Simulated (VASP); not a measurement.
Input of a VASP 6.6.1 run:

File INCAR:

```
PREC = Accurate ; ENCUT = 520
EDIFF = 1E-6 ; ISMEAR = -1
SIGMA = 0.1 ; LREAL = F
LASPH = T ; NELM = 150
ALGO = Normal ; ISIF = 2
LWAVE = F ; LCHARG = T
LMAXMIX = 6 ; LDAU = T
LDAUTYPE = 2 ; LDAUL = -1 -1 3
LDAUU = 0 0 6.44 ; LDAUJ = 0 0 0
LDAUPRINT = 1 ; GGA = PE
LELF = T ; LVHAR = T
NBANDS = 24 ; ISYM = 0
```

The input KPOINTS:

```
Automatic mesh
0
Gamma
  6 6 6
```

Contents of POSCAR:

```
GdTiH3
1.0
    3.6993246600      0.0000000000      0.0000000000
    0.0000000000      3.6993246600      0.0000000000
    0.0000000000      0.0000000000      3.6993246600
Ti H Gd
1 3 1
Direct
    0.0000000000      0.0000000000      0.0000000000
    0.5000000000      0.0000000000      0.0000000000
    0.0000000000      0.5000000000      0.0000000000
    0.0000000000      0.0000000000      0.5000000000
    0.5000000000      0.5000000000      0.5000000000
```

Potentials or basis: VASP PAW PBE potentials, release 64 (Ti_sv, H, Gd).

Run with:

```sh
$ cat potpaw_PBE.64/Ti_sv/POTCAR potpaw_PBE.64/H/POTCAR potpaw_PBE.64/Gd/POTCAR > POTCAR
$ mpirun -np 1 vasp_std > vasp.out
```

**Question.** Predict the pressure.

**Answer.** 10.1 GPa.

Eigenvalues of the final occupation matrices:
| site | spin | trace | eigenvalues |
| --- | --- | --- | --- |
| site 5 f | 1 | 3.81 | 0.00 0.00 0.00 0.95 0.95 0.95 0.96 |
| site 5 f | 2 | 3.81 | 0.00 0.00 0.00 0.95 0.95 0.95 0.96 |

Caveat: spin-orbit coupling is left out, which moves the levels of the heavy elements; U without spin polarisation on a metal has little footing. Spin polarisation is off, so any magnetic state and its effect on volume and gap are missing.
